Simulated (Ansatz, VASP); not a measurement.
**Sr: VASP beside Ansatz**

```
Sr
1.0
     4.52550    0.00000    0.00000
    -2.26275    3.91920    0.00000
     0.00000    0.00000    6.87375
Sr
2
Direct
  0.33333 0.66667 0.25000
  0.66667 0.33333 0.75000
```

Change from the starting cell: strain +0.050 along x and y, -0.025 along z, atoms carried along.

Alike in both runs: task single point; functional r2SCAN; k mesh 12 × 12 × 8; occupations gaussian, width 0.15 eV; no spin polarisation.

|  | VASP | Ansatz |
| --- | --- | --- |
| version | VASP 6.6.1 | Ansatz 0.2.0 |
| potentials or method | VASP PAW PBE potentials, release 64 (Sr_sv), cutoff 520 eV | scalar-relativistic, plane waves, PAW |
| valence electrons in the cell | 20 | 20 |

|  | VASP | Ansatz | Ansatz less VASP |
| --- | --- | --- | --- |
| gap on the k mesh at the Fermi level (eV) | none | none | - |
| pressure (GPa) | -0.6 | -0.6 | -0.01 |
| traceless stress, the component that is largest in VASP (GPa) | 0.88 | 0.88 | -0.002 |

VASP's potentials were made for PBE, not for r2SCAN. A gap of «none» marks a metal or a gap that the smearing closes. With one functional, cell and mesh, what is left measures potentials, basis and numerics.
